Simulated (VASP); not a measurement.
Here is a VASP 6.6.1 calculation.

File POSCAR:

```
Zn2C
1.0
    0.0000000000      2.4441534726      2.4441534726
    2.4441534726      0.0000000000      2.4441534726
    2.4441534726      2.4441534726      0.0000000000
C Zn
1 2
Direct
    0.0000000000      0.0000000000      0.0000000000
    0.2500000000      0.2500000000      0.2500000000
    0.7500000000      0.7500000000      0.7500000000
```

File INCAR.step1:

```
PREC = Accurate
ENCUT = 520
ISMEAR = 0
SIGMA = 0.01
LREAL = False
LASPH = True
NELM = 100
NBANDS = 21
GGA = PE
ALGO = Normal
EDIFF = 1E-4
LWAVE = True
LCHARG = False
```

The input INCAR.step2:

```
PREC = Accurate
ENCUT = 520
EDIFF = 1E-7
ISMEAR = 0
SIGMA = 0.01
LREAL = False
LASPH = True
NELM = 100
ALGO = Normal
ISIF = 2
LWAVE = False
LCHARG = False
METAGGA = R2SCAN
LMIXTAU = True
NBANDS = 21
ISTART = 1
```

The input KPOINTS:

```
Automatic mesh
0
Gamma
  8 8 8
```

Potentials or basis: VASP PAW PBE potentials, release 64 (C, Zn).

Launch:

```bash
$ cat potpaw_PBE.64/C/POTCAR potpaw_PBE.64/Zn/POTCAR > POTCAR
$ cp INCAR.step1 INCAR
$ mpirun -np 1 vasp_std > vasp.out
$ cp INCAR.step2 INCAR
$ mpirun -np 1 vasp_std > vasp.out
```

Task: Predict the band gap on the k mesh.

Result: 0.81 eV.

Task: Estimate the pressure.

Result: 35.1 GPa.

Caveat: the cell differs from its parent crystal (strain -5.2%); the cell stands under pressure; the PAW data sets were made with another functional, which shifts forces and pressure a little. A k mesh can miss the band edges.
